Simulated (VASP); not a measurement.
Input of a VASP 6.6.1 run:

File INCAR:

```
SYSTEM = Ga2O3
ALGO = Normal
EDIFF = 1E-6
ENCUT = 520
GGA = PE
ISIF = 2
ISMEAR = 0
LASPH = .True.
LCHARG = .False.
LREAL = .False.
LWAVE = .False.
NBANDS = 55
NELM = 80
PREC = Accurate
SIGMA = 0.01
```

Contents of KPOINTS:

```
k-points
0
Gamma
  4 4 4
  0 0 0
```

Contents of POSCAR:

```
Ga2O3
1.0
    2.4922622641      1.4389082890      4.4806364994
   -2.4922622641      1.4389082890      4.4806364994
    0.0000000000     -2.8778165781      4.4806364994
Ga O
4 6
Direct
    0.3554263352      0.3554263352      0.3554263352
    0.1445736648      0.1445736648      0.1445736648
    0.6445736648      0.6445736648      0.6445736648
    0.8554263352      0.8554263352      0.8554263352
    0.5536335029      0.9463664971      0.2500000000
    0.2500000000      0.5536335029      0.9463664971
    0.9463664971      0.2500000000      0.5536335029
    0.4463664971      0.0536335029      0.7500000000
    0.7500000000      0.4463664971      0.0536335029
    0.0536335029      0.7500000000      0.4463664971
```

Potentials or basis: VASP PAW PBE potentials, release 64 (Ga_d, O).

The run is started by

```sh
$ cat potpaw_PBE.64/Ga_d/POTCAR potpaw_PBE.64/O/POTCAR > POTCAR
$ mpirun -np 1 vasp_std > vasp.out
```

Task: Estimate the band gap on the k mesh.

Result: 2.89 eV, indirect (least direct gap 3.10 eV).

Task: What does it give for the pressure?

Result: 10.5 GPa.

Forces on the atoms (eV/Å):
```
Ga   0.000  0.000  0.069
Ga   0.000  0.000 -0.069
Ga   0.000  0.000 -0.069
Ga   0.000  0.000  0.069
O   -0.020  0.000  0.000
O    0.010 -0.018  0.000
O    0.010  0.018  0.000
O    0.020  0.000  0.000
O   -0.010  0.018  0.000
O   -0.010 -0.018  0.000
```

A k mesh can miss the band edges. Expect the measured gap to be larger: semilocal functionals such as PBE lack the derivative discontinuity.
